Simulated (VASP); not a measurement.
# CdF2 (Immm) in VASP: further runs

The runs below take CdF2 through single point, with PBE.

Everything below comes from runs of VASP 6.6.1. Logs are shortened: lines on timing, memory, paths and dates and some standing lists are left out, and cuts for length are marked.

**1. The cell of the first run**

It takes space group Immm (No. 71, orthorhombic). The conventional cell has a = 3.591 Å, b = 4.160 Å, c = 5.261 Å, α = 90.00°, β = 90.00°, γ = 90.00°. Within 2.9 Å of Cd (site symmetry mmm) lie 8 F at 2.23 to 2.46 Å. F (site symmetry mm2) has 4 Cd at 2.23 to 2.46 Å and 6 F at 2.63 to 2.75 Å within 2.9 Å.

**2. Single point, PBE (engineering shear strain xy -0.1467, normal strain along z -0.0400)**

INCAR

```
PREC = Accurate
ENCUT = 520
EDIFF = 1E-7
ISMEAR = 0
SIGMA = 0.05
LREAL = False
LASPH = True
NELM = 60
ALGO = Normal
ISIF = 2
LWAVE = False
LCHARG = False
GGA = PE
NBANDS = 20
```

KPOINTS

```
regular mesh
0
Gamma
  8 8 8
```

POSCAR

```
CdF2
1.0
   -0.2009988431      2.7402705265      2.6306597054
    2.7402705265     -0.2009988431      2.6306597054
    2.5392716834      2.5392716834      0.0000000000
Cd F
1 2
Direct
    0.0000000000      0.0000000000      0.0000000000
    0.2500000000      0.2500000000      0.2500000000
    0.7500000000      0.7500000000      0.7500000000
```

Potentials or basis: VASP PAW PBE potentials, release 64 (Cd, F).

Run with:

```console
$ cat potpaw_PBE.64/Cd/POTCAR potpaw_PBE.64/F/POTCAR > POTCAR
$ mpirun -np 1 vasp_std > vasp.out
```

OUTCAR:

```text
PREC = Accurate
   ENCUT = 520
   EDIFF = 1E-7
   ISMEAR = 0
   LREAL = False
   LASPH = True
   NELM = 60
   ISIF = 2
   GGA = PE

 ion  position               nearest neighbor table
   1  0.000  0.000  0.000-   3 2.23   2 2.23   3 2.23   2 2.23   3 2.46   3 2.46   2 2.46   2 2.46

   2  0.250  0.250  0.250-   1 2.23   1 2.23   1 2.46   1 2.46
   3  0.750  0.750  0.750-   1 2.23   1 2.23   1 2.46   1 2.46

  LATTYP: Found a body centered orthorhombic cell.
 ALAT       =     3.5910724532
 B/A-ratio  =     1.1583121998
 C/A-ratio  =     1.4651109047

  Lattice vectors:

 A1 = (   0.2009988431,  -2.7402705265,  -2.6306597054)
 A2 = (  -0.2009988431,   2.7402705265,  -2.6306597054)
 A3 = (   2.7402705265,  -0.2009988431,   2.6306597054)

Analysis of symmetry for initial positions (statically):
=====================================================================
 Subroutine PRICEL returns:
 Original cell was already a primitive cell.

 Routine SETGRP: Setting up the symmetry group for a
 body centered orthorhombic supercell.

 Subroutine GETGRP returns: Found  8 space group operations
 (whereof  8 operations were pure point group operations)
 out of a pool of  8 trial point group operations.

The static configuration has the point symmetry D_2h.

Analysis of symmetry for dynamics (positions and initial velocities):
=====================================================================
 Subroutine PRICEL returns:
 Original cell was already a primitive cell.

 Routine SETGRP: Setting up the symmetry group for a
 body centered orthorhombic supercell.

 Subroutine GETGRP returns: Found  8 space group operations
 (whereof  8 operations were pure point group operations)
 out of a pool of  8 trial point group operations.

The dynamic configuration has the point symmetry D_2h.

 Subroutine INISYM returns: Found  8 space group operations
 (whereof  8 operations are pure point group operations),
 and found     1 'primitive' translations

----------------------------------------------------------------------------------------

                                     Primitive cell

  volume of cell :      39.2951

  direct lattice vectors                    reciprocal lattice vectors
    -0.200998843  2.740270526  2.630659705    -0.169994631  0.169994631  0.190066392
     2.740270526 -0.200998843  2.630659705     0.169994631 -0.169994631  0.190066392
     2.539271683  2.539271683  0.000000000     0.196906855  0.196906855 -0.190066392

  length of vectors
     3.803926074  3.803926074  3.591072453     0.306466283  0.306466283  0.337149599

  position of ions in fractional coordinates (direct lattice)
     0.000000000  0.000000000  0.000000000
     0.250000000  0.250000000  0.250000000
     0.750000000  0.750000000  0.750000000

  ion indices of the primitive-cell ions
   primitive index   ion index
                 1           1
                 2           2
                 3           3

----------------------------------------------------------------------------------------

 KPOINTS: regular mesh

Automatic generation of k-mesh.
 Grid dimensions read from file:
 generate k-points for:    8    8    8

 Generating k-lattice:

  Cartesian coordinates                     Fractional coordinates (reciprocal lattice)
    -0.021249329  0.021249329  0.023758299     0.125000000  0.000000000  0.000000000
     0.021249329 -0.021249329  0.023758299     0.000000000  0.125000000  0.000000000
     0.024613357  0.024613357 -0.023758299     0.000000000  0.000000000  0.125000000

  Length of vectors
     0.038308285  0.038308285  0.042143700

  Shift w.r.t. Gamma in fractional coordinates (k-lattice)
     0.000000000  0.000000000  0.000000000

 Subroutine IBZKPT returns following result:
 ===========================================

 Found     95 irreducible k-points:

 Following reciprocal coordinates:
            Coordinates               Weight
  0.000000  0.000000  0.000000      1.000000
  0.125000 -0.000000  0.000000      4.000000
  0.250000 -0.000000  0.000000      4.000000
  0.375000 -0.000000  0.000000      4.000000
  0.500000 -0.000000  0.000000      2.000000
  0.125000  0.125000  0.000000      2.000000
[... 16 lines left out ...]
  0.125000  0.000000  0.125000      4.000000
  0.250000 -0.000000  0.125000      8.000000
 [... further k-points ...]
   k-points           NKPTS =     95   k-points in BZ     NKDIM =     95   number of bands    NBANDS=     20
   number of dos      NEDOS =    301   number of ions     NIONS =      3
   total plane-waves  NPLWV =  21952
   dimension x,y,z NGX =    28 NGY =   28 NGZ =   28
   dimension x,y,z NGXF=    56 NGYF=   56 NGZF=   56
   ions per type =               1   2
   NGX,Y,Z   is equivalent  to a cutoff of  12.24, 12.24, 12.96 a.u.
   NGXF,Y,Z  is equivalent  to a cutoff of  24.47, 24.47, 25.92 a.u.
 SYSTEM =  unknown system
   PREC   = accura    normal or accurate (medium, high low for compatibility)
   ISTART =      0    job   : 0-new  1-cont  2-samecut
   ICHARG =      2    charge: 1-file 2-atom 10-const
   ISPIN  =      1    spin polarized calculation?
   LNONCOLLINEAR =      F non collinear calculations
   LSORBIT =      F    spin-orbit coupling
   LASPH  =      T    aspherical Exc in radial PAW
   ENCUT  =  520.0 eV  38.22 Ry    6.18 a.u.   7.07  7.07  6.68*2*pi/ulx,y,z
   NELM   =     60;   NELMIN=  2; NELMDL= -5     # of ELM steps
   EDIFF  = 0.1E-06   stopping-criterion for ELM
   LREAL  =      F    real-space projection
   EDIFFG = 0.1E-05   stopping-criterion for IOM
   NSW    =      0    number of steps for IOM
   IBRION =     -1    ionic relax: 0-MD 1-quasi-New 2-CG
   NFREE  =      0    steps in history (QN), initial steepest desc. (CG)
   ISIF   =      2    stress and relaxation
   ISYM   =      2    0-nonsym 1-usesym 2-fastsym
   POTIM  = 0.5000    time-step for ionic-motion
   TEBEG  =    0.0;   TEEND  =   0.0 temperature during run
   PSTRESS=    0.0 pullay stress
   NELECT =      26.0000    total number of electrons
   NUPDOWN=      -1.0000    fix difference up-down
   EMIN   =  10.00;   EMAX   =-10.00  energy-range for DOS
   EFERMI =   0.00;   METHOD = LEGACY
   ISMEAR =     0;   SIGMA  =   0.05  broadening in eV -4-tet -1-fermi 0-gaus
   EFERMI_NEDOS =   21; number of points for ismear=-14 and -15
   IALGO  =     38    algorithm
   IMIX   =      4    mixing-type and parameters
     AMIX     =   0.40;   BMIX     =  1.00
     AMIX_MAG =   1.60;   BMIX_MAG =  1.00
  volume/ion in A,a.u.               =      13.10        88.39
  Fermi-wavevector in a.u.,A,eV,Ry     =   1.426548  2.695785 27.688391  2.035039
  Thomas-Fermi vector in A             =   2.546813
   LORBIT       =      0    0 simple, 1 ext, 2 COOP (PROOUT), +10 PAW based schemes
   GGA     = PE    functional components
   LHFCALC =     F    Hartree Fock is set to
   AEXX    =    0.0000 exact exchange contribution
   IVDW    =     0    specifies the selected vdW correction
   LEPSILON=     F    determine dielectric tensor
   LRPA    =     F    only Hartree local field effects (RPA)
 non-spin polarized calculation
 Gauss-broadening in eV      SIGMA  =   0.05
  energy-cutoff  :      520.00
  volume of cell :       39.30
 maximum number of plane-waves:      1080
   NGX = 15   NGY = 15   NGZ = 13

 number of electron      26.0000017 magnetization

 Free energy of the ion-electron system (eV)
  ---------------------------------------------------
  ext. energy  EPLUGINS =         0.00000000
  ---------------------------------------------------
  free energy    TOTEN  =       -10.76480484 eV

  energy without entropy =      -10.76480484  energy(sigma->0) =      -10.76480484

 E-fermi :  -0.8789     XC(G=0): -10.3754

 val. band max:       -1.1607084346   @ k =   0.5000   0.5000   0.0000
 cond. band min:       1.7968046227   @ k =   0.0000   0.0000   0.0000
 fundamental gap:      2.9575130573
 Fermi energy:        -0.8788916561

 k-point     1 :       0.0000    0.0000    0.0000
  band No.  band energies     occupation
      1     -22.1813      2.00000
      2     -21.0995      2.00000
      3      -7.1028      2.00000
      4      -7.0087      2.00000
      5      -6.8563      2.00000
      6      -5.7585      2.00000
[... 12 lines left out ...]
     19      18.3117      0.00000
     20      19.0495      0.00000

 k-point     2 :       0.1250   -0.0000    0.0000
  band No.  band energies     occupation
      1     -22.1370      2.00000
      2     -21.1411      2.00000
      3      -7.0611      2.00000
      4      -6.9434      2.00000
      5      -6.7326      2.00000
      6      -5.7629      2.00000
[... 12 lines left out ...]
     19      18.1865      0.00000
     20      18.5829      0.00000

 k-point     3 :       0.2500   -0.0000    0.0000
  band No.  band energies     occupation
      1     -22.0137      2.00000
      2     -21.2559      2.00000
      3      -6.9641      2.00000
      4      -6.8222      2.00000
      5      -6.3564      2.00000
      6      -5.7794      2.00000
[... 12 lines left out ...]
     19      17.8672      0.00000
     20      17.9577      0.00000

 k-point     4 :       0.3750   -0.0000    0.0000
  band No.  band energies     occupation
      1     -21.8392      2.00000
      2     -21.4201      2.00000
      3      -6.8770      2.00000
      4      -6.7213      2.00000
      5      -5.8794      2.00000
      6      -5.7527      2.00000
[... 12 lines left out ...]
     19      17.4386      0.00000
     20      17.8149      0.00000

 k-point     5 :       0.5000   -0.0000    0.0000
  band No.  band energies     occupation
      1     -21.6901      2.00000
      2     -21.5648      2.00000
      3      -6.8454      2.00000
      4      -6.6854      2.00000
      5      -5.7878      2.00000
      6      -5.6772      2.00000
[... 12 lines left out ...]
     19      17.1491      0.00000
     20      17.7808      0.00000

 k-point     6 :       0.1250    0.1250    0.0000
  band No.  band energies     occupation
      1     -22.1085      2.00000
      2     -21.1676      2.00000
      3      -7.0365      2.00000
      4      -6.7997      2.00000
      5      -6.7638      2.00000
      6      -5.8151      2.00000
[... 12 lines left out ...]
     19      18.4805      0.00000
     20      18.4965      0.00000

 k-point     7 :       0.2500    0.1250    0.0000
  band No.  band energies     occupation
      1     -22.0020      2.00000
      2     -21.2641      2.00000
      3      -6.9437      2.00000
      4      -6.7049      2.00000
      5      -6.4360      2.00000
      6      -5.8841      2.00000
[... 12 lines left out ...]
     19      18.5181      0.00000
     20      19.3729      0.00000
[... 277 lines left out ...]
 k-point    20 :      -0.3750    0.3750    0.0000
  band No.  band energies     occupation
      1     -21.6323      2.00000
      2     -21.5729      2.00000
      3      -6.7407      2.00000
      4      -6.4984      2.00000
      5      -5.7310      2.00000
      6      -5.7173      2.00000
[... 12 lines left out ...]
     19      19.2637      0.00000
     20      19.7129      0.00000

 k-point    21 :       0.5000    0.5000    0.0000
  band No.  band energies     occupation
      1     -21.6431      2.00000
      2     -21.5472      2.00000
      3      -6.8450      2.00000
      4      -6.3983      2.00000
      5      -5.7422      2.00000
      6      -5.6333      2.00000
[... 12 lines left out ...]
     19      18.3422      0.00000
     20      20.1121      0.00000

 k-point    22 :       0.0000    0.0000    0.1250
  band No.  band energies     occupation
      1     -22.1271      2.00000
      2     -21.1459      2.00000
      3      -6.9826      2.00000
      4      -6.8648      2.00000
      5      -6.7855      2.00000
      6      -5.7954      2.00000
[... 12 lines left out ...]
     19      17.4715      0.00000
     20      18.6282      0.00000

 k-point    23 :       0.1250    0.0000    0.1250
  band No.  band energies     occupation
      1     -22.1205      2.00000
      2     -21.1509      2.00000
      3      -6.9586      2.00000
      4      -6.9164      2.00000
      5      -6.7052      2.00000
      6      -5.8407      2.00000
[... 12 lines left out ...]
     19      18.0996      0.00000
     20      19.0532      0.00000

 k-point    24 :       0.2500   -0.0000    0.1250
  band No.  band energies     occupation
      1     -22.0345      2.00000
      2     -21.2286      2.00000
      3      -6.8978      2.00000
      4      -6.8160      2.00000
      5      -6.4139      2.00000
      6      -5.8886      2.00000
[... 12 lines left out ...]
     19      18.9371      0.00000
     20      19.2146      0.00000

 [... further k-points ...]

------------------------ aborting loop because EDIFF is reached ----------------------------------------

  FORCE on cell =-STRESS in cart. coord.  units (eV):
  Direction    XX          YY          ZZ          XY          YZ          ZX
  --------------------------------------------------------------------------------------
  -------------------------------------------------------------------------------------
  Total        1.6087454      1.6087454      2.6543052      1.2809330      0.0000000      0.0000000
  in kB       65.5932665     65.5932665    108.2238073     52.2273943      0.0000000      0.0000000
  external PRESSURE =      79.8034467 kB  Pullay stress =       0.0000000 kB

 VOLUME and BASIS-vectors are now :
 -----------------------------------------------------------------------------
  energy-cutoff  :      520.00
  volume of cell :       39.30
      direct lattice vectors                 reciprocal lattice vectors
    -0.200998843  2.740270526  2.630659705    -0.169994631  0.169994631  0.190066392
     2.740270526 -0.200998843  2.630659705     0.169994631 -0.169994631  0.190066392
     2.539271683  2.539271683  0.000000000     0.196906855  0.196906855 -0.190066392

 POSITION                                       TOTAL-FORCE (eV/Angst)
 -----------------------------------------------------------------------------------
      0.00000      0.00000      0.00000        -0.000000      0.000000      0.000000
      1.26964      1.26964      1.31533        -0.000000     -0.000000      0.466466
      3.80891      3.80891      3.94599         0.000000      0.000000     -0.466466
 -----------------------------------------------------------------------------------
    total drift:                                0.000000      0.000000      0.000000

  FREE ENERGIE OF THE ION-ELECTRON SYSTEM (eV)
  ---------------------------------------------------
  free  energy   TOTEN  =       -10.7648048417 eV

  energy  without entropy=      -10.7648048417  energy(sigma->0) =      -10.76480484
```

It took 38 s on 1 thread of Intel Xeon Platinum 8488C (Sapphire Rapids), shared host; peak memory 0.2 GiB.

Results:

```yaml
Free_energy: -10.7648 eV
Pressure: 8.0 GPa
Largest_force: 0.466 eV/Å
Band_gap_on_the_k_mesh: 2.96 eV (least direct gap 3.22 eV)
```

Forces on the atoms (eV/Å):
```
Cd   0.000  0.000  0.000
F    0.000  0.000  0.466
F    0.000  0.000 -0.466
```

Caveat: the cell differs from its parent crystal (engineering shear strain xy -0.1467, normal strain along z -0.0400); the cell stands under pressure. A k mesh can miss the band edges.

(Continued in part 2 of 3.)
